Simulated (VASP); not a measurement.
**RbBr: single point with PBE0**

Crystal: RbBr.

```
Rb Br
1.0
     0.00000    3.46083    3.46083
     3.46083    0.00000    3.46083
     3.46083    3.46083    0.00000
Rb Br
1 1
Direct
  0.00000 0.00000 0.00000
  0.50000 0.50000 0.50000
```

| Item | Value |
| --- | --- |
| Program | VASP 6.6.1 |
| Task | single point |
| Functional | PBE0 |
| Potentials or basis | VASP PAW PBE potentials, release 64 (Rb_sv, Br) |
| Cutoff | 520 eV |
| k mesh | 4 × 4 × 4 |
| Occupations | gaussian, width 0.01 eV |
| Spin | no spin polarisation |
| Dipole correction | no |
| Grid for exact exchange (PRECFOCK) | Normal |
| Further INCAR settings | ALGO = Normal; EDIFF = 1e-06; NBANDS = 15 |
| Share of exact exchange | 0.25 |

```json
{"Pressure": "0.3 GPa", "Band gap on the k mesh": "6.17 eV"}
```

Levels at points of the mesh, in eV from the valence-band top:
```tsv
k point	band 4	band 5	band 6	band 7	band 8	band 9	band 10	band 11	band 12	band 13
(0.00, 0.00, 0.00)	-9.08	-9.08	0.00	0.00	0.00	6.17	9.30	9.30	9.30	10.25
(0.50, 0.00, 0.00)	-9.08	-9.03	-0.99	-0.35	-0.35	8.62	9.63	11.60	11.60	12.11
(0.50, 0.50, 0.00)	-9.15	-9.15	-0.51	-0.17	-0.17	7.53	9.06	11.02	11.35	11.55
```

Wall time 4.8 min on 1 thread of AMD EPYC 9R45 96-Core Processor (Zen 5), with other jobs on the host, peak memory 0.19 GiB.

Caveat: the PAW data sets were made with another functional, which shifts forces and pressure a little.
